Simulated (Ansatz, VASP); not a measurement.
Sb in VASP and in Ansatz

```
Sb
1.0
    -1.87134    1.87134    1.87134
     1.87134   -1.87134    1.87134
     1.87134    1.87134   -1.87134
Sb
1
Direct
  0.00000 0.00000 0.00000
```

Alike in both runs: task single point; functional HF; k mesh 5 × 5 × 5; occupations fermi-dirac, width 0.05 eV; no spin polarisation.

```csv
,VASP,Ansatz
version,VASP 6.6.1,Ansatz 0.2.0
potentials or method,"VASP PAW PBE potentials, release 64 (Sb)",Ansatz PAW
plane-wave cutoff (eV),520,420
valence electrons in the cell,5,15
```

VASP gave:

| Item | Value |
| --- | --- |
| gap on the k mesh at the Fermi level (eV) | none |
| pressure (GPa) | -31.2 |

Q: What did Ansatz give for the same quantities?

A: gap on the k mesh at the Fermi level (eV): none; pressure (GPa): 5.3.

VASP's potentials were made for PBE, not for HF. A gap of «none» marks a metal or a gap that the smearing closes. One of these differences is far larger than is usual between the two programs; its cause wasn't traced. VASP's potentials hold 5 valence electrons a cell and Ansatz's 15, so a difference there can come from the potentials and not from the codes.

The k mesh is coarse, so the values compare programs but aren't converged. Neither program's run includes spin-orbit coupling. Noted on VASP's run: the cell as given lies far from equilibrium.
